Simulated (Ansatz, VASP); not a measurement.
## One calculation of Sb, two programs

INCAR

```
SYSTEM = Sb
ALGO = Normal
EDIFF = 1E-7
ENCUT = 520
ISIF = 2
ISMEAR = -1
LASPH = .TRUE.
LCHARG = .TRUE.
LELF = .TRUE.
LREAL = .FALSE.
LVHAR = .TRUE.
LWAVE = .FALSE.
NBANDS = 12
NELM = 100
PREC = Accurate
SIGMA = 0.05
```

Contents of KPOINTS:

```
k-points
0
G
  8 8 8
  0 0 0
```

The input POSCAR:

```
Sb
1.0
    2.1250856202      1.2269187549      3.7072099901
   -2.1250856202      1.2269187549      3.7072099901
    0.0000000000     -2.4538375098      3.7072099901
Sb
2
Direct
    0.7665100000      0.7665100000      0.7665100000
    0.2334900000      0.2334900000      0.2334900000
```

File input.yaml:

```yaml
crystal:
  lattice:
    - [2.1250856202, 1.2269187549, 3.7072099901]
    - [-2.1250856202, 1.2269187549, 3.7072099901]
    - [0.0, -2.4538375098, 3.7072099901]
  atoms:
    - { symbol: Sb, position: [0.76651, 0.76651, 0.76651] }
    - { symbol: Sb, position: [0.23349, 0.23349, 0.23349] }
kpoints:
  mp_grid: { grid: [8, 8, 8] }
scf:
  occupations: { method: fermi_dirac, width: 0.05 }
hamiltonian:
  xc: lda
  pseudopotentials: { kind: all_electron, lapw: { basis_error: 0.001 } }
output:
  forces: true
  stress: true
  eigenvalues: true
```

Change from the starting cell: volume scaled by 0.96.

Alike in both runs: task single point; functional LDA; k mesh 8 × 8 × 8; occupations fermi-dirac, width 0.05 eV; no spin polarisation.

|  | VASP | Ansatz |
| --- | --- | --- |
| version | VASP 6.6.1 | Ansatz 0.2.0 |
| potentials or method | VASP PAW LDA potentials, release 64 (Sb), cutoff 520 eV | all-electron LAPW, scalar-relativistic |

```csv
,VASP,Ansatz,Ansatz less VASP
gap on the k mesh at the Fermi level (eV),none,none,-
pressure (GPa),1.6,1.3,-0.32
"traceless stress, the component that is largest in VASP (GPa)",-0.71,-0.62,+0.092
rms of the force components (eV/Å),0.176,0.132,-0.0439
```

LDA's correlation is that of Perdew and Zunger in VASP and of Perdew and Wang (1992) in Ansatz. Atom by atom the forces differ by 0.044 eV/Å (rms over components). A gap of «none» marks a metal or a gap that the smearing closes. Ansatz ran all-electron here, and VASP with PAW potentials.

Neither program's run includes spin-orbit coupling.
